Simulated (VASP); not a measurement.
## BaZrO3: single point with PBEsol

Crystal: BaZrO3.

```
Ba Zr O
1.0
     4.18072    0.00000    0.00000
     0.00000    4.18072    0.00000
     0.00000    0.00000    4.18072
Ba Zr O
1 1 3
Cartesian
  0.0000 0.0000 0.0000
  2.0904 2.0904 2.0904
  2.0904 2.0904 0.0000
  0.0000 2.0904 2.0904
  2.0904 0.0000 2.0904
```

```yaml
Program: VASP 6.6.1
Task: single point
Functional: PBEsol
Potentials_or_basis: VASP PAW PBE potentials, release 64 (Ba_sv, Zr_sv, O)
Cutoff: 600 eV
k_mesh: 6 × 6 × 6
Occupations: gaussian, width 0.02 eV
Spin: no spin polarisation
Dipole_correction: no
Further_INCAR_settings: ALGO = Normal; EDIFF = 1e-06; NBANDS = 28
```

| Quantity | Value |
| --- | --- |
| Pressure | 1.0 GPa |
| Band gap on the k mesh | 3.12 eV (least direct gap 3.34 eV) |

Levels at points of the mesh, in eV from the valence-band top:
```csv
k point,band 16,band 17,band 18,band 19,band 20,band 21,band 22,band 23,band 24,band 25
"(0.00, 0.00, 0.00)",-1.01,-1.01,-0.21,-0.21,-0.21,3.12,3.12,3.12,4.55,4.55
"(0.50, 0.00, 0.00)",-1.77,-1.77,-1.74,-0.44,-0.44,3.59,5.74,5.74,6.39,6.64
"(0.50, 0.50, 0.00)",-2.47,-0.94,-0.94,-0.77,-0.08,5.70,5.70,6.47,6.49,7.72
"(0.50, 0.50, 0.50)",-2.57,-2.57,0.00,0.00,0.00,5.93,5.93,5.93,7.06,7.06
```

Run time: 33 s on 1 thread of Intel(R) Xeon(R) Platinum 8375C CPU @ 2.90GHz (Ice Lake), on a shared host, peak memory 0.23 GiB.

Caveat: the PAW data sets were made with another functional, which shifts forces and pressure a little; spin-orbit coupling is left out, which moves the levels of the heavy elements. A k mesh can miss the band edges.
